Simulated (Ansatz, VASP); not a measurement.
# One calculation of FeO, two programs

File INCAR:

```
PREC = Accurate ; ENCUT = 600
EDIFF = 1E-6 ; ISMEAR = 0
SIGMA = 0.05 ; LREAL = F
LASPH = T ; NELM = 200
ALGO = Normal ; ISIF = 2
LWAVE = F ; LCHARG = F
ISPIN = 2 ; MAGMOM = 4 0
LORBIT = 11 ; LMAXMIX = 4
LDAU = T ; LDAUTYPE = 2
LDAUL = 2 -1 ; LDAUU = 5 0
LDAUJ = 0 0 ; LDAUPRINT = 1
GGA = PS ; NBANDS = 22
GGA_COMPAT = F
```

File KPOINTS:

```
Automatic mesh
0
Gamma
  8 8 8
```

File POSCAR:

```
FeO
1.0
    0.0000000000      2.1554001600      2.1554001600
    2.1554001600      0.0000000000      2.1554001600
    2.1554001600      2.1554001600      0.0000000000
Fe O
1 1
Direct
    0.0000000000      0.0000000000      0.0000000000
    0.5000000000      0.5000000000      0.5000000000
```

Input for Ansatz:

```yaml
crystal:
  lattice:
    - [0.0, 2.15540016, 2.15540016]
    - [2.15540016, 0.0, 2.15540016]
    - [2.15540016, 2.15540016, 0.0]
  atoms:
    - { symbol: Fe, position: [0.0, 0.0, 0.0], spin: 4.0 }
    - { symbol: O, position: [0.5, 0.5, 0.5] }
basis:
  ecutwfc: 420
  ecutrho_ratio: 4
kpoints:
  mp_grid: { grid: [8, 8, 8] }
hamiltonian:
  xc: pbesol
  hubbard: { sites: [{ site: 0, l: d, u_eff: 5.0 }] }
scf:
  occupations: { method: gaussian, width: 0.05 }
output:
  forces: true
  stress: true
  eigenvalues: true
  populations: true
  hubbard: { sites: [{ site: 0, l: d }] }
  write_density: true
  write_potential: true
  elf: true
  volumetric_format: npy
magnetization:
  spin_polarized: true
```

Alike in both runs: task single point; functional PBEsol; k mesh 8 × 8 × 8; occupations gaussian, width 0.05 eV; collinear spin; Hubbard terms Fe d U = 5.0 eV.

|  | VASP | Ansatz |
| --- | --- | --- |
| version | VASP 6.6.1 | Ansatz 0.2.0 |
| potentials or method | VASP PAW PBE potentials, release 64 (Fe_sv, O), cutoff 600 eV | scalar-relativistic, plane waves, PAW |
| valence electrons in the cell | 22 | 22 |

|  | VASP | Ansatz | Ansatz less VASP |
| --- | --- | --- | --- |
| pressure (GPa) | -9.1 | 5.3 | +14.43 |
| net moment per atom (μB) | 2.00 | 2.00 | -0.002 |
| size of the moment on the site where the two differ most (μB) | 3.68 | 3.49 | -0.193 |

VASP's potentials were made for PBE, not for PBEsol. Site moments also hang on the region over which each program counts them. The programs project onto different local orbitals, so the same U acts differently, and such runs can settle in different states. Ansatz's warnings: reached outside group.
